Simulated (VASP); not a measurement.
I, 1 atom in the cell. Symmetry: Im-3m, No. 229, cubic system. Conventional cell: a = 4.122 Å, b = 4.122 Å, c = 4.122 Å, α = 90.00°, β = 90.00°, γ = 90.00°. Within 4.7 Å of I (site symmetry m-3m) lie 14 I at 3.57 to 4.12 Å. 

```yaml
Program: VASP 6.6.1
Task: single point
Functional: LDA
Potentials_or_basis: VASP PAW LDA potentials, release 64 (I)
Cutoff: 500 eV
k_mesh: 10 × 10 × 10
Occupations: fermi-dirac, width 0.1 eV
Spin: no spin polarisation
Dipole_correction: no
Further_INCAR_settings: ALGO = Normal; EDIFF = 1e-06; NBANDS = 10
```

Potentials or basis: VASP PAW LDA potentials, release 64 (I).

Launch:

```sh
$ cat potpaw_LDA.64/I/POTCAR > POTCAR
$ mpirun -np 1 vasp_std > vasp.out
```

Hardware: 1 thread of Intel(R) Xeon(R) Platinum 8488C (Sapphire Rapids), on a shared host.

Q: How long does it take, and how much memory?

A: Run time: 7.1 s on 1 thread of Intel(R) Xeon(R) Platinum 8488C (Sapphire Rapids), with other jobs on the host, peak memory 0.14 GiB. Counts: scf iterations 9, k points 47.
